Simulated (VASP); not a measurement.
Set up this calculation in VASP 6.6.1, as the native input.

* Task: single point
* Functional: LDA
* Potentials or basis: VASP PAW LDA potentials, release 64 (W_sv, Si)
* Cutoff: 520 eV
* k mesh: 13 × 13 × 13
* Occupations: fermi-dirac, width 0.05 eV
* Spin: no spin polarisation
* Dipole correction: no
* Further INCAR settings: ALGO = Normal; EDIFF = 1e-07; NBANDS = 16

The structure of SiW (CsCl type) lies in POSCAR:

```
SiW
1.0
    2.9619858604      0.0000000000      0.0000000000
    0.0000000000      2.9619858604      0.0000000000
    0.0000000000      0.0000000000      2.9619858604
W Si
1 1
Direct
    0.0000000000      0.0000000000      0.0000000000
    0.5000000000      0.5000000000      0.5000000000
```

This cell differs from its parent crystal: volume scaled by 0.95.

One way to write it, as run:

INCAR

```
SYSTEM = SiW
  ALGO = Normal
  EDIFF = 1E-7
  ENCUT = 520
  ISIF = 2
  ISMEAR = -1
  LASPH = .TRUE.
  LCHARG = .FALSE.
  LREAL = .FALSE.
  LWAVE = .FALSE.
  NBANDS = 16
  NELM = 80
  PREC = Accurate
  SIGMA = 0.05
```

KPOINTS

```
k-points
0
G
  13 13 13
  0 0 0
```

Potentials or basis: VASP PAW LDA potentials, release 64 (W_sv, Si).

Launch:

```console
$ cat potpaw_LDA.64/W_sv/POTCAR potpaw_LDA.64/Si/POTCAR > POTCAR
$ mpirun -np 1 vasp_std > vasp.out
```

Results of the run:

| Quantity | Value |
| --- | --- |
| Pressure | 16.1 GPa |
| Band gap on the k mesh | zero (band 9 reaches 15.54 eV, above the bottom of band 10 at 11.72 eV) |

Caveat: spin-orbit coupling is left out, which moves the levels of the heavy elements.

It took 19 s on 1 thread of AMD EPYC 7R13 Processor (Zen 3) (shared host), peak memory 0.12 GiB.
